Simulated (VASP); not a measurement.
NbP: single point with PBEsol

Crystal: NbP.

```xyz
4
Lattice="-1.6749 1.6749 5.8549 1.6749 -1.6749 5.8549 1.6749 1.6749 -5.8549" Properties=species:S:1:pos:R:3 pbc="T T T"
Nb    1.6749    0.0000    2.9261
Nb    0.0000    0.0000    5.8535
P     0.0000    1.6749    3.8964
P     0.0000    0.0000    0.9690
```

| Item | Value |
| --- | --- |
| Program | VASP 6.6.1 |
| Task | single point |
| Functional | PBEsol |
| Potentials or basis | VASP PAW PBE potentials, release 64 (Nb_sv, P) |
| Cutoff | 520 eV |
| k mesh | 9 × 9 × 9 |
| Occupations | fermi-dirac, width 0.05 eV |
| Spin | no spin polarisation |

```
Pressure               : -9.5 GPa
Largest force          : 0.098 eV/Å
Band gap on the k mesh : zero (band 18 reaches 10.32 eV, above the bottom of band 19 at 10.19 eV)
```

Forces in eV/Å, atoms in the order of the input:
```
Nb   0.000  0.000 -0.098
Nb   0.000  0.000 -0.098
P    0.000  0.000  0.098
P    0.000  0.000  0.098
```

Stress tensor (GPa, compression positive):
```
 -8.50   0.00   0.00
  0.00  -8.50   0.00
  0.00   0.00 -11.55
```

Levels at points of the mesh, in eV from the Fermi level:
| k point | band 14 | band 15 | band 16 | band 17 | band 18 | band 19 | band 20 | band 21 | band 22 | band 23 |
| --- | --- | --- | --- | --- | --- | --- | --- | --- | --- | --- |
| (0.00, 0.00, 0.00) | -2.13 | -2.13 | -1.80 | -1.31 | -1.31 | 0.89 | 1.57 | 2.52 | 3.13 | 3.13 |

Run time: 3.8 min on 1 thread of AMD EPYC 9R45 96-Core Processor (Zen 5), on a shared host, peak memory 0.35 GiB.

Caveat: the PAW data sets were made with another functional, which shifts forces and pressure a little.
